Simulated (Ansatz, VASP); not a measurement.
# One calculation of AlCo, two programs

File INCAR:

```
PREC = Accurate ; ENCUT = 520
EDIFF = 1E-6 ; ISMEAR = 0
SIGMA = 0.15 ; LREAL = F
LASPH = T ; NELM = 80
ALGO = Fast ; ISIF = 2
LWAVE = F ; LCHARG = T
GGA = PS ; LELF = T
LVHAR = T ; NBANDS = 13
```

Contents of KPOINTS:

```
Automatic mesh
0
Gamma
  22 22 22
```

File POSCAR:

```
AlCo
1.0
    2.8225855357      0.0000000000      0.0000000000
    0.0000000000      2.8225855357      0.0000000000
    0.0000000000      0.0000000000      2.8225855357
Al Co
1 1
Direct
   -0.0250517397      0.0250517397      0.0000000000
    0.5000000000      0.5000000000      0.5000000000
```

Input for Ansatz:

```yaml
crystal:
  lattice:
    - [2.8225855357, 0.0, 0.0]
    - [0.0, 2.8225855357, 0.0]
    - [0.0, 0.0, 2.8225855357]
  atoms:
    - { symbol: Al, position: [-0.0250517397, 0.0250517397, 0.0] }
    - { symbol: Co, position: [0.5, 0.5, 0.5] }
basis:
  ecutwfc: 420
kpoints:
  mp_grid: { grid: [22, 22, 22] }
hamiltonian:
  xc: pbesol
scf:
  occupations: { method: gaussian, width: 0.15 }
output:
  forces: true
  stress: true
  eigenvalues: true
```

Change from the starting cell: all Al atoms moved -0.100 Å, as atom 1 along Cartesian [1 -1 0].

Alike in both runs: task single point; functional PBEsol; k mesh 22 × 22 × 22; occupations gaussian, width 0.15 eV; no spin polarisation.

|  | VASP | Ansatz |
| --- | --- | --- |
| version | VASP 6.6.1 | Ansatz 0.2.0 |
| potentials or method | VASP PAW PBE potentials, release 64 (Al, Co), cutoff 520 eV | scalar-relativistic, plane waves, PAW |
| valence electrons in the cell | 12 | 20 |

```tsv
	VASP	Ansatz	Ansatz less VASP
gap on the k mesh at the Fermi level (eV)	none	none	-
pressure (GPa)	0.5	0.9	+0.32
traceless stress, the component that is largest in VASP (GPa)	-0.93	-0.92	+0.008
rms of the force components (eV/Å)	0.464	0.461	-0.0033
```

VASP's potentials were made for PBE, not for PBEsol. Atom by atom the forces differ by 0.003 eV/Å (rms over components). A gap of «none» marks a metal or a gap that the smearing closes. The functional is the same, so the differences come from potentials, cutoffs and numerics. VASP's potentials hold 12 valence electrons a cell and Ansatz's 20, so a difference there can come from the potentials and not from the codes.
